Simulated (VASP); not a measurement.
# SiO2 (Seifertite) (Pbcn) in VASP: a series of runs

SiO2 (Seifertite) is run at these levels: PBE; tasks: single point.

All numbers are computed with VASP 6.6.1; they aren't measurements. Logs are shortened: lines on timing, memory, paths and dates and some standing lists are left out, and cuts for length are marked.

## (1) The cell of the first run

It takes space group Pbcn (No. 60, orthorhombic). Conventional cell: a = 4.097 Å, b = 5.046 Å, c = 4.495 Å, α = 90.00°, β = 90.00°, γ = 90.00°. Within 2.4 Å of Si (site symmetry 2) lie 6 O at 1.77 to 1.83 Å. Within 2.4 Å of O (site symmetry 1) lie 3 Si at 1.77 to 1.83 Å and 1 O at 2.35 Å.

## (2) Single point, PBE

INCAR

```
ALGO = Normal
EDIFF = 1E-7
ENCUT = 520
GGA = PE
ISIF = 2
ISMEAR = -1
LASPH = True
LCHARG = False
LREAL = False
LWAVE = False
NBANDS = 44
NELM = 80
PREC = Accurate
SIGMA = 0.02
```

KPOINTS

```
k-points
0
Gamma
  5 4 4
```

POSCAR

```
SiO2
1.0
    4.0970000000      0.0000000000      0.0000000000
    0.0000000000      5.0462000000      0.0000000000
    0.0000000000      0.0000000000      4.4946000000
Si O
4 8
Direct
    0.0000000000      0.1524080348      0.2500000000
    0.5000000000      0.3475919652      0.7500000000
    0.0000000000      0.8475919652      0.7500000000
    0.5000000000      0.6524080348      0.2500000000
    0.7315817629      0.6172112806      0.9199682076
    0.7684182371      0.8827887194      0.4199682076
    0.2315817629      0.8827887194      0.0800317924
    0.2684182371      0.6172112806      0.5800317924
    0.2684182371      0.3827887194      0.0800317924
    0.2315817629      0.1172112806      0.5800317924
    0.7684182371      0.1172112806      0.9199682076
    0.7315817629      0.3827887194      0.4199682076
```

Potentials or basis: VASP PAW PBE potentials, release 64 (Si, O).

Run with:

```bash
> cat potpaw_PBE.64/Si/POTCAR potpaw_PBE.64/O/POTCAR > POTCAR
> mpirun -np 1 vasp_std > vasp.out
```

OUTCAR:

```text
EDIFF = 1E-7
   ENCUT = 520
   GGA = PE
   ISIF = 2
   ISMEAR = -1
   LASPH = True
   LREAL = False
   NELM = 80
   PREC = Accurate

 ion  position               nearest neighbor table
   1  0.000  0.152  0.250-  10 1.77  11 1.77   9 1.77  12 1.77   6 1.83   7 1.83   3 2.72   3 2.72

   2  0.500  0.348  0.750-   9 1.77  12 1.77  11 1.77  10 1.77   5 1.83   8 1.83   4 2.72   4 2.72

   3  0.000  0.848  0.750-   6 1.77   7 1.77   5 1.77   8 1.77  10 1.83  11 1.83   1 2.72   1 2.72

   4  0.500  0.652  0.250-   5 1.77   8 1.77   7 1.77   6 1.77   9 1.83  12 1.83   2 2.72   2 2.72

   5  0.732  0.617  0.920-   4 1.77   3 1.77   2 1.83
   6  0.768  0.883  0.420-   3 1.77   4 1.77   1 1.83
   7  0.232  0.883  0.080-   3 1.77   4 1.77   1 1.83
   8  0.268  0.617  0.580-   4 1.77   3 1.77   2 1.83
   9  0.268  0.383  0.080-   2 1.77   1 1.77   4 1.83
  10  0.232  0.117  0.580-   1 1.77   2 1.77   3 1.83
  11  0.768  0.117  0.920-   1 1.77   2 1.77   3 1.83
  12  0.732  0.383  0.420-   2 1.77   1 1.77   4 1.83

  LATTYP: Found a simple orthorhombic cell.
 ALAT       =     4.0970000000
 B/A-ratio  =     1.0970466195
 C/A-ratio  =     1.2316817183

  Lattice vectors:

 A1 = (  -4.0970000000,   0.0000000000,   0.0000000000)
 A2 = (   0.0000000000,   0.0000000000,   4.4946000000)
 A3 = (   0.0000000000,   5.0462000000,   0.0000000000)

Analysis of symmetry for initial positions (statically):
=====================================================================
 Subroutine PRICEL returns:
 Original cell was already a primitive cell.

 Routine SETGRP: Setting up the symmetry group for a
 simple orthorhombic supercell.

 Subroutine GETGRP returns: Found  8 space group operations
 (whereof  2 operations were pure point group operations)
 out of a pool of  8 trial point group operations.

The static configuration has the point symmetry S_2 .
 The point group associated with its full space group is D_2h.

Analysis of symmetry for dynamics (positions and initial velocities):
=====================================================================
 Subroutine PRICEL returns:
 Original cell was already a primitive cell.

 Routine SETGRP: Setting up the symmetry group for a
 simple orthorhombic supercell.

 Subroutine GETGRP returns: Found  8 space group operations
 (whereof  2 operations were pure point group operations)
 out of a pool of  8 trial point group operations.

The dynamic configuration has the point symmetry S_2 .
 The point group associated with its full space group is D_2h.

 Subroutine INISYM returns: Found  8 space group operations
 (whereof  2 operations are pure point group operations),
 and found     1 'primitive' translations

----------------------------------------------------------------------------------------

                                     Primitive cell

  volume of cell :      92.9226

  direct lattice vectors                    reciprocal lattice vectors
     4.097000000  0.000000000  0.000000000     0.244081035  0.000000000  0.000000000
     0.000000000  5.046200000  0.000000000     0.000000000  0.198168919  0.000000000
     0.000000000  0.000000000  4.494600000     0.000000000  0.000000000  0.222489209

  length of vectors
     4.097000000  5.046200000  4.494600000     0.244081035  0.198168919  0.222489209

  position of ions in fractional coordinates (direct lattice)
     0.000000000  0.152408035  0.250000000
     0.500000000  0.347591965  0.750000000
     0.000000000  0.847591965  0.750000000
     0.500000000  0.652408035  0.250000000
     0.731581763  0.617211281  0.919968208
     0.768418237  0.882788719  0.419968208
     0.231581763  0.882788719  0.080031792
     0.268418237  0.617211281  0.580031792
     0.268418237  0.382788719  0.080031792
     0.231581763  0.117211281  0.580031792
     0.768418237  0.117211281  0.919968208
     0.731581763  0.382788719  0.419968208

  ion indices of the primitive-cell ions
   primitive index   ion index
                 1           1
                 2           2
                 3           3
                 4           4
                 5           5
                 6           6
                 7           7
                 8           8
                 9           9
                10          10
                11          11
                12          12

----------------------------------------------------------------------------------------

 KPOINTS: k-points

Automatic generation of k-mesh.
 Grid dimensions read from file:
 generate k-points for:    5    4    4

 Generating k-lattice:

  Cartesian coordinates                     Fractional coordinates (reciprocal lattice)
     0.048816207  0.000000000  0.000000000     0.200000000  0.000000000  0.000000000
     0.000000000  0.049542230  0.000000000     0.000000000  0.250000000  0.000000000
     0.000000000  0.000000000  0.055622302     0.000000000  0.000000000  0.250000000

  Length of vectors
     0.048816207  0.049542230  0.055622302

  Shift w.r.t. Gamma in fractional coordinates (k-lattice)
     0.000000000  0.000000000  0.000000000

 Subroutine IBZKPT returns following result:
 ===========================================

 Found     27 irreducible k-points:

 Following reciprocal coordinates:
            Coordinates               Weight
  0.000000  0.000000  0.000000      1.000000
  0.200000  0.000000  0.000000      2.000000
  0.400000  0.000000  0.000000      2.000000
  0.000000  0.250000  0.000000      2.000000
  0.200000  0.250000  0.000000      4.000000
  0.400000  0.250000  0.000000      4.000000
[... 16 lines left out ...]
  0.200000  0.250000  0.500000      4.000000
  0.400000  0.250000  0.500000      4.000000
 [... further k-points ...]
   k-points           NKPTS =     27   k-points in BZ     NKDIM =     27   number of bands    NBANDS=     44
   number of dos      NEDOS =    301   number of ions     NIONS =     12
   total plane-waves  NPLWV =  43200
   dimension x,y,z NGX =    30 NGY =   40 NGZ =   36
   dimension x,y,z NGXF=    60 NGYF=   80 NGZF=   72
   ions per type =               4   8
   NGX,Y,Z   is equivalent  to a cutoff of  12.17, 13.18, 13.32 a.u.
   NGXF,Y,Z  is equivalent  to a cutoff of  24.35, 26.36, 26.63 a.u.
 SYSTEM =  unknown system
   PREC   = accura    normal or accurate (medium, high low for compatibility)
   ISTART =      0    job   : 0-new  1-cont  2-samecut
   ICHARG =      2    charge: 1-file 2-atom 10-const
   ISPIN  =      1    spin polarized calculation?
   LNONCOLLINEAR =      F non collinear calculations
   LSORBIT =      F    spin-orbit coupling
   LASPH  =      T    aspherical Exc in radial PAW
   ENCUT  =  520.0 eV  38.22 Ry    6.18 a.u.   7.62  9.38  8.36*2*pi/ulx,y,z
   NELM   =     80;   NELMIN=  2; NELMDL= -5     # of ELM steps
   EDIFF  = 0.1E-06   stopping-criterion for ELM
   LREAL  =      F    real-space projection
   EDIFFG = 0.1E-05   stopping-criterion for IOM
   NSW    =      0    number of steps for IOM
   IBRION =     -1    ionic relax: 0-MD 1-quasi-New 2-CG
   NFREE  =      0    steps in history (QN), initial steepest desc. (CG)
   ISIF   =      2    stress and relaxation
   ISYM   =      2    0-nonsym 1-usesym 2-fastsym
   POTIM  = 0.5000    time-step for ionic-motion
   TEBEG  =    0.0;   TEEND  =   0.0 temperature during run
   PSTRESS=    0.0 pullay stress
   NELECT =      64.0000    total number of electrons
   NUPDOWN=      -1.0000    fix difference up-down
   EMIN   =  10.00;   EMAX   =-10.00  energy-range for DOS
   EFERMI =   0.00;   METHOD = LEGACY
   ISMEAR =    -1;   SIGMA  =   0.02  broadening in eV -4-tet -1-fermi 0-gaus
   EFERMI_NEDOS =   21; number of points for ismear=-14 and -15
   IALGO  =     38    algorithm
   IMIX   =      4    mixing-type and parameters
     AMIX     =   0.40;   BMIX     =  1.00
     AMIX_MAG =   1.60;   BMIX_MAG =  1.00
  volume/ion in A,a.u.               =       7.74        52.26
  Fermi-wavevector in a.u.,A,eV,Ry     =   1.445754  2.732078 28.438951  2.090204
  Thomas-Fermi vector in A             =   2.563900
   LORBIT       =      0    0 simple, 1 ext, 2 COOP (PROOUT), +10 PAW based schemes
   GGA     = PE    functional components
   LHFCALC =     F    Hartree Fock is set to
   AEXX    =    0.0000 exact exchange contribution
   IVDW    =     0    specifies the selected vdW correction
   LEPSILON=     F    determine dielectric tensor
   LRPA    =     F    only Hartree local field effects (RPA)
 non-spin polarized calculation
  energy-cutoff  :      520.00
  volume of cell :       92.92
 maximum number of plane-waves:      2522
   NGX = 15   NGY = 19   NGZ = 17

 number of electron      63.9999984 magnetization

 Free energy of the ion-electron system (eV)
  ---------------------------------------------------
  ext. energy  EPLUGINS =         0.00000000
  ---------------------------------------------------
  free energy    TOTEN  =       -91.90146612 eV

  energy without entropy =      -91.90146612  energy(sigma->0) =      -91.90146612

 E-fermi :   8.3157     XC(G=0): -12.3277

 val. band max:        7.8684840672   @ k =   0.0000   0.0000   0.0000
 cond. band min:      13.4606238964   @ k =   0.0000   0.0000   0.0000
 fundamental gap:      5.5921398292
 Fermi energy:         8.3157261437

 k-point     1 :       0.0000    0.0000    0.0000
  band No.  band energies     occupation
      1     -14.1290      2.00000
      2     -11.3791      2.00000
      3     -11.1305      2.00000
      4     -10.8420      2.00000
      5     -10.5902      2.00000
      6      -9.8825      2.00000
[... 36 lines left out ...]
     43      20.4715      0.00000
     44      20.5189      0.00000

 k-point     2 :       0.2000    0.0000    0.0000
  band No.  band energies     occupation
      1     -13.9137      2.00000
      2     -11.6114      2.00000
      3     -11.0544      2.00000
      4     -10.6921      2.00000
      5     -10.6709      2.00000
      6     -10.1415      2.00000
[... 1026 lines left out ...]
 k-point    24 :       0.4000    0.2500    0.5000
  band No.  band energies     occupation
      1     -12.1199      2.00000
      2     -12.1199      2.00000
      3     -11.5114      2.00000
      4     -11.5114      2.00000
      5     -10.5250      2.00000
      6     -10.5250      2.00000
[... 36 lines left out ...]
     43      20.1942      0.00000
     44      20.1942      0.00000

 [... further k-points ...]
[... 5 lines left out ...]
  --------------------------------------------------------------------------------------
  -------------------------------------------------------------------------------------
  Total        2.6414211      3.4367443      3.8677092      0.0000000      0.0000000      0.0000000
  in kB       45.5435367     59.2565457     66.6872679      0.0000000      0.0000000      0.0000000
  external PRESSURE =      57.1624501 kB  Pullay stress =       0.0000000 kB

 VOLUME and BASIS-vectors are now :
 -----------------------------------------------------------------------------
  energy-cutoff  :      520.00
  volume of cell :       92.92
      direct lattice vectors                 reciprocal lattice vectors
     4.097000000  0.000000000  0.000000000     0.244081035  0.000000000  0.000000000
     0.000000000  5.046200000  0.000000000     0.000000000  0.198168919  0.000000000
     0.000000000  0.000000000  4.494600000     0.000000000  0.000000000  0.222489209

 POSITION                                       TOTAL-FORCE (eV/Angst)
 -----------------------------------------------------------------------------------
      0.00000      0.76908      1.12365        -0.000000      0.028232      0.000000
      2.04850      1.75402      3.37095        -0.000000     -0.028232      0.000000
      0.00000      4.27712      3.37095        -0.000000     -0.028232     -0.000000
      2.04850      3.29218      1.12365        -0.000000      0.028232      0.000000
      2.99729      3.11457      4.13489         0.002585      0.005303     -0.008665
      3.14821      4.45473      1.88759        -0.002585     -0.005303     -0.008665
      0.94879      4.45473      0.35971         0.002585     -0.005303      0.008665
      1.09971      3.11457      2.60701        -0.002585      0.005303      0.008665
      1.09971      1.93163      0.35971        -0.002585     -0.005303      0.008665
      0.94879      0.59147      2.60701         0.002585      0.005303      0.008665
      3.14821      0.59147      4.13489        -0.002585      0.005303     -0.008665
      2.99729      1.93163      1.88759         0.002585     -0.005303     -0.008665
 -----------------------------------------------------------------------------------
    total drift:                               -0.000000      0.000000     -0.000000

  FREE ENERGIE OF THE ION-ELECTRON SYSTEM (eV)
  ---------------------------------------------------
  free  energy   TOTEN  =       -91.9014661209 eV

  energy  without entropy=      -91.9014661209  energy(sigma->0) =      -91.90146612
```

It took 56 s on 1 thread of AMD EPYC 9R45 (Zen 5), shared host; peak memory 0.2 GiB.

What came out:

```yaml
Free_energy: -91.9015 eV
Pressure: 5.7 GPa
Largest_force: 0.028 eV/Å
Band_gap_on_the_k_mesh: 5.59 eV, direct
```

Forces in eV/Å, atoms in the order of the input:
```
Si   0.000  0.028  0.000
Si   0.000 -0.028  0.000
Si   0.000 -0.028  0.000
Si   0.000  0.028  0.000
O    0.003  0.005 -0.009
O   -0.003 -0.005 -0.009
O    0.003 -0.005  0.009
O   -0.003  0.005  0.009
O   -0.003 -0.005  0.009
O    0.003  0.005  0.009
O   -0.003  0.005 -0.009
O    0.003 -0.005 -0.009
```

Levels at points of the mesh, in eV from the valence-band top:
```csv
k point,band 30,band 31,band 32,band 33,band 34,band 35
"(0.00, 0.00, 0.00)",-0.36,-0.32,0.00,5.59,7.68,8.84
"(0.00, 0.50, 0.00)",-1.68,-0.22,-0.22,7.48,7.48,9.82
"(0.00, 0.00, 0.50)",-0.73,-0.46,-0.46,7.91,7.91,8.05
"(0.00, 0.50, 0.50)",-0.76,-0.76,-0.76,8.82,8.82,8.82
```

## (3) Single point, PBE

INCAR

```
  PREC = Accurate
  ENCUT = 520
  EDIFF = 1E-6
  ISMEAR = -1
  SIGMA = 0.02
  LREAL = False
  LASPH = True
  NELM = 80
  ALGO = Normal
  ISIF = 2
  LWAVE = False
  LCHARG = False
  GGA = PE
  NBANDS = 44
```

KPOINTS

```
regular mesh
0
Gamma
  5 4 4
```

POSCAR

```
SiO2
1.0
    4.0970000000      0.0000000000      0.0000000000
    0.0000000000      5.0462000000      0.0000000000
    0.0000000000      0.0000000000      4.4946000000
Si O
4 8
Direct
    0.0000000000      0.1524080250      0.2500000000
    0.5000000000      0.3475919750      0.7500000000
    0.0000000000      0.8475919750      0.7500000000
    0.5000000000      0.6524080250      0.2500000000
    0.7315817515      0.6172112849      0.9199682065
    0.7684182485      0.8827887151      0.4199682065
    0.2315817515      0.8827887151      0.0800317935
    0.2684182485      0.6172112849      0.5800317935
    0.2684182485      0.3827887151      0.0800317935
    0.2315817515      0.1172112849      0.5800317935
    0.7684182485      0.1172112849      0.9199682065
    0.7315817515      0.3827887151      0.4199682065
```

Potentials or basis: VASP PAW PBE potentials, release 64 (Si, O).

Run with:

```bash
> cat potpaw_PBE.64/Si/POTCAR potpaw_PBE.64/O/POTCAR > POTCAR
> mpirun -np 1 vasp_std > vasp.out
```

OUTCAR:

```text
PREC = Accurate
   ENCUT = 520
   EDIFF = 1E-6
   ISMEAR = -1
   LREAL = False
   LASPH = True
   NELM = 80
   ISIF = 2
   GGA = PE

 ion  position               nearest neighbor table
   1  0.000  0.152  0.250-  10 1.77  11 1.77   9 1.77  12 1.77   6 1.83   7 1.83   3 2.72   3 2.72

   2  0.500  0.348  0.750-   9 1.77  12 1.77  11 1.77  10 1.77   5 1.83   8 1.83   4 2.72   4 2.72

   3  0.000  0.848  0.750-   6 1.77   7 1.77   5 1.77   8 1.77  10 1.83  11 1.83   1 2.72   1 2.72

   4  0.500  0.652  0.250-   5 1.77   8 1.77   7 1.77   6 1.77   9 1.83  12 1.83   2 2.72   2 2.72

[... 1363 lines left out ...]
 -----------------------------------------------------------------------------
  energy-cutoff  :      520.00
  volume of cell :       92.92
      direct lattice vectors                 reciprocal lattice vectors
     4.097000000  0.000000000  0.000000000     0.244081035  0.000000000  0.000000000
     0.000000000  5.046200000  0.000000000     0.000000000  0.198168919  0.000000000
     0.000000000  0.000000000  4.494600000     0.000000000  0.000000000  0.222489209

 POSITION                                       TOTAL-FORCE (eV/Angst)
 -----------------------------------------------------------------------------------
      0.00000      0.76908      1.12365        -0.000000      0.028263     -0.000000
      2.04850      1.75402      3.37095        -0.000000     -0.028263     -0.000000
      0.00000      4.27712      3.37095        -0.000000     -0.028263     -0.000000
      2.04850      3.29218      1.12365        -0.000000      0.028263     -0.000000
      2.99729      3.11457      4.13489         0.002570      0.005297     -0.008677
      3.14821      4.45473      1.88759        -0.002570     -0.005297     -0.008677
      0.94879      4.45473      0.35971         0.002570     -0.005297      0.008677
      1.09971      3.11457      2.60701        -0.002570      0.005297      0.008677
      1.09971      1.93163      0.35971        -0.002570     -0.005297      0.008677
      0.94879      0.59147      2.60701         0.002570      0.005297      0.008677
      3.14821      0.59147      4.13489        -0.002570      0.005297     -0.008677
      2.99729      1.93163      1.88759         0.002570     -0.005297     -0.008677
 -----------------------------------------------------------------------------------
    total drift:                                0.000000     -0.000000     -0.000000

  FREE ENERGIE OF THE ION-ELECTRON SYSTEM (eV)
  ---------------------------------------------------
  free  energy   TOTEN  =       -91.9014660606 eV

  energy  without entropy=      -91.9014660606  energy(sigma->0) =      -91.90146606
```

OSZICAR:

```text
N       E                     dE             d eps       ncg     rms          rms(c)
DAV:   1     0.315946884544E+03    0.31595E+03   -0.35802E+04  2376   0.143E+03
DAV:   2    -0.850810133642E+02   -0.40103E+03   -0.38880E+03  2908   0.315E+02
DAV:   3    -0.101060681994E+03   -0.15980E+02   -0.15903E+02  3000   0.633E+01
DAV:   4    -0.101192512305E+03   -0.13183E+00   -0.13165E+00  2952   0.658E+00
DAV:   5    -0.101193862018E+03   -0.13497E-02   -0.13491E-02  2888   0.636E-01    0.243E+01
DAV:   6    -0.918015348900E+02    0.93923E+01   -0.33149E+01  2800   0.278E+01    0.110E+01
DAV:   7    -0.918591449454E+02   -0.57610E-01   -0.12491E+00  2960   0.513E+00    0.405E+00
DAV:   8    -0.918863415999E+02   -0.27197E-01   -0.41457E-02  2816   0.133E+00    0.165E+00
DAV:   9    -0.919010368849E+02   -0.14695E-01   -0.18885E-02  2852   0.950E-01    0.349E-01
DAV:  10    -0.919015154551E+02   -0.47857E-03   -0.13306E-03  2944   0.197E-01    0.688E-02
DAV:  11    -0.919014626886E+02    0.52766E-04   -0.25860E-04  2860   0.833E-02    0.127E-02
DAV:  12    -0.919014659329E+02   -0.32443E-05   -0.16788E-05  2912   0.204E-02    0.654E-03
DAV:  13    -0.919014660606E+02   -0.12773E-06   -0.34212E-06  2616   0.962E-03
   1 F= -.91901466E+02 E0= -.91901466E+02  d E =-.242253E-11
```

It took 91 s on 1 thread of Intel Xeon Platinum 8488C (Sapphire Rapids), shared host; peak memory 0.23 GiB.

What came out:

```
Free energy            : -91.9015 eV
Pressure               : 5.7 GPa
Largest force          : 0.028 eV/Å
Band gap on the k mesh : 5.59 eV, direct
```

Forces in eV/Å, atoms in the order of the input:
```
Si   0.000  0.028  0.000
Si   0.000 -0.028  0.000
Si   0.000 -0.028  0.000
Si   0.000  0.028  0.000
O    0.003  0.005 -0.009
O   -0.003 -0.005 -0.009
O    0.003 -0.005  0.009
O   -0.003  0.005  0.009
O   -0.003 -0.005  0.009
O    0.003  0.005  0.009
O   -0.003  0.005 -0.009
O    0.003 -0.005 -0.009
```
